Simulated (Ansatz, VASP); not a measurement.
**One calculation of Mo, two programs**

File POSCAR:

```
Mo
1.0
    2.8312824714      0.0000000000      0.0000000000
   -1.4156412357      2.4519625455      0.0000000000
    0.0000000000      0.0000000000      2.5719090449
Mo
1
Direct
    0.0000000000      0.0000000000      0.5000000000
```

INCAR.step1

```
SYSTEM = Mo
PREC = Accurate ; ENCUT = 520
ISMEAR = 0 ; SIGMA = 0.15
LREAL = .FALSE. ; LASPH = .TRUE.
NELM = 60 ; NBANDS = 13
GGA = PE ; ALGO = Normal
EDIFF = 1E-4 ; LWAVE = .TRUE.
LCHARG = .FALSE.
```

Contents of INCAR.step2:

```
SYSTEM = Mo
PREC = Accurate ; ENCUT = 520
EDIFF = 1E-7 ; ISMEAR = 0
SIGMA = 0.15 ; LREAL = .FALSE.
LASPH = .TRUE. ; NELM = 60
ALGO = Normal ; ISIF = 2
LWAVE = .FALSE. ; LCHARG = .FALSE.
METAGGA = R2SCAN ; LMIXTAU = .TRUE.
NBANDS = 13 ; ISTART = 1
```

KPOINTS

```
regular mesh
0
G
  24 24 24
  0 0 0
```

Input for Ansatz:

```yaml
crystal:
  lattice:
    - [2.8312824714, 0.0, 0.0]
    - [-1.4156412357, 2.4519625455, 0.0]
    - [0.0, 0.0, 2.5719090449]
  atoms:
    - { symbol: Mo, position: [0.0, 0.0, 0.5] }
basis:
  ecutwfc: 500
kpoints:
  mp_grid: { grid: [24, 24, 24] }
hamiltonian:
  xc: r2scan
scf:
  occupations: { method: gaussian, width: 0.15 }
output:
  forces: true
  stress: true
  eigenvalues: true
```

Change from the starting cell: strain +0.030 along x and y, +0.015 along z, atoms carried along.

Alike in both runs: task single point; functional r2SCAN; k mesh 24 × 24 × 24; occupations gaussian, width 0.15 eV; no spin polarisation.

```csv
,VASP,Ansatz
version,VASP 6.6.1,Ansatz 0.2.0
potentials or method,"VASP PAW PBE potentials, release 64 (Mo_sv), cutoff 520 eV","scalar-relativistic, plane waves, PAW"
valence electrons in the cell,14,14
```

Ansatz gave:

```
gap on the k mesh at the Fermi level (eV)                     : none
pressure (GPa)                                                : -14.0
traceless stress, the component that is largest in VASP (GPa) : 1.55
```

Q: Estimate VASP's values.

A: gap on the k mesh at the Fermi level (eV): none; pressure (GPa): -13.2; traceless stress, the component that is largest in VASP (GPa): 1.80.

VASP's potentials were made for PBE, not for r2SCAN. A gap of «none» marks a metal or a gap that the smearing closes. The functional is the same, so the differences come from potentials, cutoffs and numerics.
